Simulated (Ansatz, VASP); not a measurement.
# Two plane-wave programs on H5CN

```
C N H
1.0
    14.00000    0.00000    0.00000
     0.00000   14.50000    0.00000
     0.00000    0.00000   15.00000
C N H
1 1 5
Direct
  0.45105 0.50424 0.48369
  0.55258 0.48989 0.46395
  0.40834 0.45500 0.44490
  0.43014 0.57367 0.46191
  0.43071 0.49685 0.55456
  0.57326 0.42556 0.48367
  0.59342 0.53508 0.49955
```

Alike in both runs: functional PBE; dispersion D3(BJ); k mesh 1 × 1 × 1; occupations gaussian, width 0.005 eV; no spin polarisation.

Ansatz relaxed the structure, and its values are those at the end. VASP's run is a single point on that final structure, the one shown.

|  | VASP | Ansatz |
| --- | --- | --- |
| version | VASP 6.6.1 | Ansatz 0.2.0 |
| potentials or method | VASP PAW PBE potentials, release 64 (C, N, H), cutoff 520 eV | scalar-relativistic, plane waves, PAW |
| valence electrons in the cell | 14 | 14 |

Ansatz gave:

* gap on the k mesh at the Fermi level (eV): 4.78
* rms of the force components (eV/Å): 0.003

Question: Which values does VASP return?

Answer: gap on the k mesh at the Fermi level (eV): 4.77; rms of the force components (eV/Å): 0.018.
